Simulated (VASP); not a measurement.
# CuSi16 (a cell with a defect) in VASP: single point with PBE

Aim: the single point of CuSi16 (a cell with a defect) with PBE.

All numbers are computed with VASP 6.6.1; they aren't measurements. Logs are shortened: lines on timing, memory, paths and dates and some standing lists are left out, and cuts for length are marked.

### 1 The cell of the first run

The cell holds a defect, 17 atoms: a = 7.679 Å, b = 7.679 Å, c = 7.679 Å, α = 60.00°, β = 60.00°, γ = 60.00°.

### 2 Single point, PBE

File INCAR:

```
PREC = Accurate
ENCUT = 520
EDIFF = 1E-6
ISMEAR = 0
SIGMA = 0.02
LREAL = Auto
LASPH = T
NELM = 60
ALGO = Normal
ISIF = 2
LWAVE = F
LCHARG = F
GGA = PE
NELECT = 74.0
NBANDS = 52
```

File KPOINTS:

```
regular mesh
0
Gamma
  2 2 2
```

File POSCAR:

```
CuSi16
1.0
    0.0000000000      5.4300000000      5.4300000000
    5.4300000000      0.0000000000      5.4300000000
    5.4300000000      5.4300000000      0.0000000000
Si Cu
16 1
Direct
   -0.0038221915     -0.0027194291      0.0103947514
    0.1282705341      0.1287872928      0.1213075506
   -0.0038582873     -0.0027520258      0.4958133517
    0.1097350829      0.1062584715      0.6418091160
    0.0015107735      0.5031713628     -0.0024894107
    0.1282333333      0.6158589319      0.1309222836
    0.0069407919      0.4763667587      0.5081932781
    0.1282232044      0.6158488029      0.6246959484
    0.5020916206      0.0023190608     -0.0023470534
    0.6159720994      0.1291326888      0.1297733886
    0.4789716390      0.0067777164      0.5069745856
    0.6159555249      0.1291201657      0.6248448435
    0.5019928177      0.5034961326      0.0009381215
    0.6281336096      0.6285048803      0.1215516575
    0.5019773481      0.5034786372      0.4933116022
    0.6215907919      0.6199720074      0.6290732965
    0.8531956722      0.8506588398      0.3978337937
```

Potentials or basis: VASP PAW PBE potentials, release 64 (Si, Cu).

Started as:

```sh
cat potpaw_PBE.64/Si/POTCAR potpaw_PBE.64/Cu/POTCAR > POTCAR
mpirun -np 1 vasp_std > vasp.out
```

OUTCAR:

```text
PREC = Accurate
   ENCUT = 520
   EDIFF = 1E-6
   ISMEAR = 0
   LREAL = Auto
   LASPH = T
   NELM = 60
   ISIF = 2
   GGA = PE
   NELECT = 74.0

 ion  position               nearest neighbor table
   1  0.996  0.997  0.010-   4 2.32   2 2.35  10 2.38   6 2.39  17 2.44
   2  0.128  0.129  0.121-   9 2.34   5 2.35   3 2.35   1 2.35
   3  0.996  0.997  0.496-   4 2.32   2 2.35  12 2.38   8 2.39  17 2.44
   4  0.110  0.106  0.642-   1 2.32   3 2.32  11 2.32   7 2.32
   5  0.002  0.503  0.998-   8 2.34   6 2.34  14 2.34   2 2.35
   6  0.128  0.616  0.131-   5 2.34  13 2.34   7 2.37   1 2.39  17 2.73
   7  0.007  0.476  0.508-   4 2.32  17 2.35   8 2.37   6 2.37  16 2.42
   8  0.128  0.616  0.625-   5 2.34  15 2.34   7 2.37   3 2.39  17 2.73
   9  0.502  0.002  0.998-  12 2.34  10 2.34  14 2.34   2 2.34
  10  0.616  0.129  0.130-   9 2.34  13 2.35  11 2.37   1 2.38  17 2.75
  11  0.479  0.007  0.507-   4 2.32  17 2.36  12 2.37  10 2.37  16 2.43
  12  0.616  0.129  0.625-   9 2.34  15 2.35  11 2.37   3 2.38  17 2.75
  13  0.502  0.503  0.001-  14 2.33  16 2.33   6 2.34  10 2.35
  14  0.628  0.629  0.122-  15 2.33  13 2.33   5 2.34   9 2.34
  15  0.502  0.503  0.493-  14 2.33  16 2.33   8 2.34  12 2.35
  16  0.622  0.620  0.629-  13 2.33  15 2.33   7 2.42  11 2.43  17 2.51
  17  0.853  0.851  0.398-   7 2.35  11 2.36   1 2.44   3 2.44  16 2.51   6 2.73   8 2.73  10 2.75
                            12 2.75

  LATTYP: Found a face centered cubic cell.
 ALAT       =    10.8600000000

  Lattice vectors:

 A1 = (   0.0000000000,   5.4300000000,   5.4300000000)
 A2 = (   5.4300000000,   0.0000000000,   5.4300000000)
 A3 = (   5.4300000000,   5.4300000000,   0.0000000000)

Analysis of symmetry for initial positions (statically):
=====================================================================
 Subroutine PRICEL returns:
 Original cell was already a primitive cell.

 Routine SETGRP: Setting up the symmetry group for a
 face centered cubic supercell.

 Subroutine GETGRP returns: Found  1 space group operations
 (whereof  1 operations were pure point group operations)
 out of a pool of 48 trial point group operations.

The static configuration has the point symmetry C_1 .

Analysis of symmetry for dynamics (positions and initial velocities):
=====================================================================
 Subroutine PRICEL returns:
 Original cell was already a primitive cell.

 Routine SETGRP: Setting up the symmetry group for a
 face centered cubic supercell.

 Subroutine GETGRP returns: Found  1 space group operations
[... 123 lines left out ...]
   ISYM   =      2    0-nonsym 1-usesym 2-fastsym
   POTIM  = 0.5000    time-step for ionic-motion
   TEBEG  =    0.0;   TEEND  =   0.0 temperature during run
   PSTRESS=    0.0 pullay stress
   NELECT =      74.0000    total number of electrons
   NUPDOWN=      -1.0000    fix difference up-down
   EMIN   =  10.00;   EMAX   =-10.00  energy-range for DOS
   EFERMI =   0.00;   METHOD = LEGACY
   ISMEAR =     0;   SIGMA  =   0.02  broadening in eV -4-tet -1-fermi 0-gaus
   EFERMI_NEDOS =   21; number of points for ismear=-14 and -15
   IALGO  =     38    algorithm
   IMIX   =      4    mixing-type and parameters
     AMIX     =   0.40;   BMIX     =  1.00
     AMIX_MAG =   1.60;   BMIX_MAG =  1.00
  volume/ion in A,a.u.               =      18.84       127.11
  Fermi-wavevector in a.u.,A,eV,Ry     =   1.004636  1.898488 13.732283  1.009294
  Thomas-Fermi vector in A             =   2.137265
   LORBIT       =      0    0 simple, 1 ext, 2 COOP (PROOUT), +10 PAW based schemes
   GGA     = PE    functional components
   LHFCALC =     F    Hartree Fock is set to
   AEXX    =    0.0000 exact exchange contribution
   IVDW    =     0    specifies the selected vdW correction
   LEPSILON=     F    determine dielectric tensor
   LRPA    =     F    only Hartree local field effects (RPA)
 non-spin polarized calculation
 Gauss-broadening in eV      SIGMA  =   0.02
  energy-cutoff  :      520.00
  volume of cell :      320.21
 maximum number of plane-waves:      8646
 NGX is ok and might be reduce to    60
   NGX = 29   NGY = 29   NGZ = 29

 number of electron      74.0000000 magnetization

 Free energy of the ion-electron system (eV)
  ---------------------------------------------------
  ext. energy  EPLUGINS =         0.00000000
  ---------------------------------------------------
  free energy    TOTEN  =       -94.20141378 eV

  energy without entropy =      -94.20140899  energy(sigma->0) =      -94.20141139

 E-fermi :   6.3615     XC(G=0):  -9.6059

 val. band max:        6.3109789803   @ k =   0.0000   0.0000   0.0000
 cond. band min:       6.4119886804   @ k =   0.0000   0.0000   0.0000
 fundamental gap:      0.1010097001
 Fermi energy:         6.3614838279

 k-point     1 :       0.0000    0.0000    0.0000
  band No.  band energies     occupation
      1      -5.8992      2.00000
      2      -3.5233      2.00000
      3      -3.5200      2.00000
      4      -3.4974      2.00000
      5      -3.4795      2.00000
      6      -2.0528      2.00000
[... 405 lines left out ...]
     48      10.5098      0.00000
     49      10.5236      0.00000
 [bands above 49 left out]

------------------------ aborting loop because EDIFF is reached ----------------------------------------

  FORCE on cell =-STRESS in cart. coord.  units (eV):
  Direction    XX          YY          ZZ          XY          YZ          ZX
  --------------------------------------------------------------------------------------
  -------------------------------------------------------------------------------------
  Total       -2.0077915     -2.0075630     -0.8720987      0.2142625      0.1235849     -0.1298258
  in kB      -10.0461512    -10.0450078     -4.3636183      1.0720801      0.6183672     -0.6495941
  external PRESSURE =      -8.1515924 kB  Pullay stress =       0.0000000 kB

 VOLUME and BASIS-vectors are now :
 -----------------------------------------------------------------------------
  energy-cutoff  :      520.00
  volume of cell :      320.21
      direct lattice vectors                 reciprocal lattice vectors
     0.000000000  5.430000000  5.430000000    -0.092081031  0.092081031  0.092081031
     5.430000000  0.000000000  5.430000000     0.092081031 -0.092081031  0.092081031
     5.430000000  5.430000000  0.000000000     0.092081031  0.092081031 -0.092081031

 POSITION                                       TOTAL-FORCE (eV/Angst)
 -----------------------------------------------------------------------------------
      5.47168      5.46569     10.82448         0.021904     -0.017255      0.003089
      1.35801      1.35521      1.39582        -0.008790      0.007884      0.006070
      8.10732      8.10132     10.82411         0.017657     -0.021052      0.003119
      4.06201      4.08089      1.17285        -0.012610      0.012745      0.009394
      8.14870      5.42469      2.74042         0.015076     -0.014325     -0.006060
      4.05502      1.40721      4.04042        -0.020507      0.009398      0.000663
[... 9 lines left out ...]
      6.78232      6.79111      6.74169        -0.014591      0.014783     -0.016089
      6.77931      6.79309      9.25193        -0.022573      0.021605      0.009332
 -----------------------------------------------------------------------------------
    total drift:                                0.000228      0.002130     -0.001796

  FREE ENERGIE OF THE ION-ELECTRON SYSTEM (eV)
  ---------------------------------------------------
  free  energy   TOTEN  =       -94.2014137847 eV

  energy  without entropy=      -94.2014089878  energy(sigma->0) =      -94.20141139
```

OSZICAR:

```text
N       E                     dE             d eps       ncg     rms          rms(c)
DAV:   1     0.326826037432E+03    0.32683E+03   -0.27677E+04   832   0.123E+03
DAV:   2    -0.554585652011E+02   -0.38228E+03   -0.35728E+03   864   0.240E+02
DAV:   3    -0.958204297957E+02   -0.40362E+02   -0.37836E+02  1104   0.784E+01
DAV:   4    -0.979953307017E+02   -0.21749E+01   -0.21129E+01  1176   0.185E+01
[... 11 lines left out ...]
DAV:  16    -0.942015026804E+02    0.85978E-07   -0.20849E-04   992   0.556E-02    0.663E-02
DAV:  17    -0.942014417854E+02    0.60895E-04   -0.63565E-05  1456   0.198E-01    0.407E-02
DAV:  18    -0.942014097139E+02    0.32071E-04   -0.15041E-04  1336   0.331E-01    0.419E-03
DAV:  19    -0.942014138686E+02   -0.41547E-05   -0.44827E-05   992   0.294E-02    0.611E-03
DAV:  20    -0.942014137847E+02    0.83920E-07   -0.13700E-06   696   0.123E-02
   1 F= -.94201414E+02 E0= -.94201411E+02  d E =-.479694E-05
```

stdout:

```text
POSCAR found type information on POSCAR SiCu
 POSCAR found :  2 types and      17 ions
 scaLAPACK will be used
 LDA part: xc-table for (Slater+PW92), standard interpolation
 POSCAR, INCAR and KPOINTS ok, starting setup
 FFT: planning ... GRIDC
 FFT: planning ... GRID_SOFT
 FFT: planning ... GRID
 WAVECAR not read
 entering main loop
 the old and the new charge density differ
 old charge density:    75.00000 new   74.00000
    0.236E+01
```

Run time: 5.8 min. Hardware: 1 thread of Intel Xeon Platinum 8259CL at 2.50GHz (Skylake/Cascade Lake), shared host; peak memory 0.49 GiB.

Results:

| Item | Value |
| --- | --- |
| Free energy | -94.2014 eV |
| Largest force | 0.039 eV/Å |

Forces on the atoms (eV/Å):
```
Si   0.022 -0.017  0.003
Si  -0.009  0.008  0.006
Si   0.018 -0.021  0.003
Si  -0.013  0.013  0.009
Si   0.015 -0.014 -0.006
Si  -0.021  0.009  0.001
Si   0.024 -0.023 -0.020
Si  -0.009  0.020  0.000
Si   0.002 -0.002 -0.011
Si  -0.009 -0.009  0.006
Si  -0.005  0.006 -0.001
Si   0.008  0.009  0.005
Si   0.022  0.000  0.008
Si  -0.008  0.007 -0.006
Si   0.000 -0.022  0.009
Si  -0.015  0.015 -0.016
Cu  -0.023  0.022  0.009
```

Caveat: the k points lie up to 0.50 Å⁻¹ apart; the cell carries a net charge on a neutralising background, which shifts energy and pressure; the cell is charged against a uniform background, so pressure and absolute levels hang on convention.
